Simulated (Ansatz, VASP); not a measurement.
MgO in VASP and in Ansatz

```
Mg O
1.0
     0.00000    2.07962    2.07962
     2.07962    0.00000    2.07962
     2.07962    2.07962    0.00000
Mg O
1 1
Cartesian
  0.0000 0.0000 0.0000
  2.0796 2.0796 2.0796
```

Alike in both runs: functional LDA; k mesh 15 × 15 × 15; occupations fermi-dirac, width 0.05 eV; no spin polarisation.

Ansatz relaxed the structure, and its values are those at the end. VASP's run is a single point on that final structure, the one shown.

|  | VASP | Ansatz |
| --- | --- | --- |
| version | VASP 6.6.1 | Ansatz 0.2.0 |
| potentials or method | VASP PAW LDA potentials, release 64 (Mg_sv, O) | PAW with Ansatz's default frozen-core files, scalar-relativistic |
| plane-wave cutoff (eV) | 840 | 420 |
| valence electrons in the cell | 16 | 16 |

```tsv
	VASP	Ansatz	Ansatz less VASP
gap on the k mesh at the Fermi level (eV)	5.04	5.03	-0.011
pressure (GPa)	0.6	0.0	-0.63
```

LDA's correlation is that of Perdew and Zunger in VASP and of Perdew and Wang (1992) in Ansatz.
